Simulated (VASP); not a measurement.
Wanted: the native input for a VASP 6.6.1 run.

```yaml
Task: single point
Functional: r2SCAN
Potentials_or_basis: VASP PAW PBE potentials, release 64 (Ag, Pt)
Cutoff: 520 eV
k_mesh: 9 × 9 × 9
Occupations: fermi-dirac, width 0.1 eV
Spin: no spin polarisation
Dipole_correction: no
Further_INCAR_settings: ALGO = Normal; EDIFF = 1e-06; NBANDS = 28
```

The system is AgPt3.

```
Ag Pt
1.0
     4.02084    0.00000    0.00000
     0.00000    4.02084    0.00000
     0.00000    0.00000    4.02084
Ag Pt
1 3
Cartesian
  0.0000 0.0000 0.0000
  0.0000 2.0104 2.0104
  2.0104 0.0000 2.0104
  2.0104 2.0104 0.0000
```

One way to write it, as run:

POSCAR

```
AgPt3
1.0
    4.0208445900      0.0000000000      0.0000000000
    0.0000000000      4.0208445900      0.0000000000
    0.0000000000      0.0000000000      4.0208445900
Ag Pt
1 3
Direct
    0.0000000000      0.0000000000      0.0000000000
    0.0000000000      0.5000000000      0.5000000000
    0.5000000000      0.0000000000      0.5000000000
    0.5000000000      0.5000000000      0.0000000000
```

INCAR.step1

```
ALGO = Normal
EDIFF = 1E-4
ENCUT = 520
GGA = PE
ISMEAR = -1
LASPH = T
LCHARG = F
LREAL = F
LWAVE = T
NBANDS = 28
NELM = 60
PREC = Accurate
SIGMA = 0.1
```

INCAR.step2

```
ALGO = Normal
EDIFF = 1E-6
ENCUT = 520
ISIF = 2
ISMEAR = -1
ISTART = 1
LASPH = T
LCHARG = F
LMIXTAU = T
LREAL = F
LWAVE = F
METAGGA = R2SCAN
NBANDS = 28
NELM = 60
PREC = Accurate
SIGMA = 0.1
```

KPOINTS

```
k-points
0
Gamma
  9 9 9
```

Potentials or basis: VASP PAW PBE potentials, release 64 (Ag, Pt).

Run with:

```bash
$ cat potpaw_PBE.64/Ag/POTCAR potpaw_PBE.64/Pt/POTCAR > POTCAR
$ cp INCAR.step1 INCAR
$ mpirun -np 1 vasp_std > vasp.out
$ cp INCAR.step2 INCAR
$ mpirun -np 1 vasp_std > vasp.out
```

It gave:

```json
{"Pressure": "-7.4 GPa"}
```

Caveat: the PAW data sets were made with another functional, which shifts forces and pressure a little.

Run time: 120 s on 1 thread of Intel(R) Xeon(R) Platinum 8488C (Sapphire Rapids), with other jobs on the host, peak memory 0.2 GiB.
